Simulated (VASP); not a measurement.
Wanted: the native input for a VASP 6.6.1 run.

| Property | Result |
| --- | --- |
| Task | single point |
| Functional | PBE |
| Potentials or basis | VASP PAW PBE potentials, release 64 (Ti_sv, O) |
| Cutoff | 600 eV |
| k mesh | 8 × 8 × 8 |
| Occupations | gaussian, width 0.05 eV |
| Spin | no spin polarisation |
| Hubbard terms | Ti d U = 4.0 eV |
| Dipole correction | no |
| Further INCAR settings | ALGO = Normal; EDIFF = 1e-06; NBANDS = 33 |

The structure of TiO2 lies in POSCAR:

```
TiO2
1.0
   -1.8134000000      1.8134000000      5.2799000000
    1.8134000000     -1.8134000000      5.2799000000
    1.8134000000      1.8134000000     -5.2799000000
Ti O
2 4
Direct
    0.0000000000      0.0000000000      0.0000000000
    0.7500000000      0.2500000000      0.5000000000
    0.2052682436      0.2052682436      0.0000000000
    0.9552682436      0.4552682436      0.5000000000
    0.5447317564      0.0447317564      0.5000000000
    0.7947317564      0.7947317564      0.0000000000
```

These files were run (other wordings do the same):

INCAR

```
SYSTEM = TiO2
ALGO = Normal
EDIFF = 1E-6
ENCUT = 600
GGA = PE
GGA_COMPAT = .FALSE.
ISIF = 2
ISMEAR = 0
LASPH = .TRUE.
LCHARG = .FALSE.
LDAU = .TRUE.
LDAUJ = 0 0
LDAUL = 2 -1
LDAUPRINT = 1
LDAUTYPE = 2
LDAUU = 4 0
LMAXMIX = 4
LREAL = .FALSE.
LWAVE = .FALSE.
NBANDS = 33
NELM = 200
PREC = Accurate
SIGMA = 0.05
```

KPOINTS

```
k-points
0
G
  8 8 8
  0 0 0
```

Potentials or basis: VASP PAW PBE potentials, release 64 (Ti_sv, O).

Command:

```console
$ cat potpaw_PBE.64/Ti_sv/POTCAR potpaw_PBE.64/O/POTCAR > POTCAR
$ mpirun -np 1 vasp_std > vasp.out
```

It gave:

* Pressure: 14.0 GPa
* Largest force: 1.099 eV/Å
* Band gap on the k mesh: 2.89 eV (least direct gap 3.25 eV)

Caveat: the stress differs along the axes, from -5 to 24 GPa; forces of over 1 eV/Å act on the atoms, so gaps and moduli don't describe the material at rest.

Wall time 11 min on 1 thread of Oxide Virtual Turin-like Processor, on a shared host, peak memory 0.36 GiB.
